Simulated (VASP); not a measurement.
Here is a VASP 6.6.1 calculation.

The input INCAR:

```
SYSTEM = Mo
  PREC = Accurate
  ENCUT = 520
  EDIFF = 1E-6
  ISMEAR = 0
  SIGMA = 0.05
  LREAL = .False.
  LASPH = .True.
  NELM = 60
  ALGO = Normal
  ISIF = 2
  LWAVE = .False.
  LCHARG = .True.
  GGA = PE
  LELF = .True.
  LVHAR = .True.
  NBANDS = 13
```

File KPOINTS:

```
Automatic mesh
0
Gamma
  8 8 8
  0 0 0
```

File POSCAR:

```
Mo
1.0
    0.0000000000      1.9843740664      1.9843740664
    1.9843740664      0.0000000000      1.9843740664
    1.9843740664      1.9843740664      0.0000000000
Mo
1
Direct
    0.0000000000      0.0000000000      0.0000000000
```

Potentials or basis: VASP PAW PBE potentials, release 64 (Mo_sv).

Command:

```sh
$ cat potpaw_PBE.64/Mo_sv/POTCAR > POTCAR
$ mpirun -np 1 vasp_std > vasp.out
```

Q: Predict the band gap on the k mesh.

A: Zero (band 7 reaches 16.31 eV, above the bottom of band 8 at 11.44 eV).

Q: What does it give for the pressure?

A: 6.4 GPa.
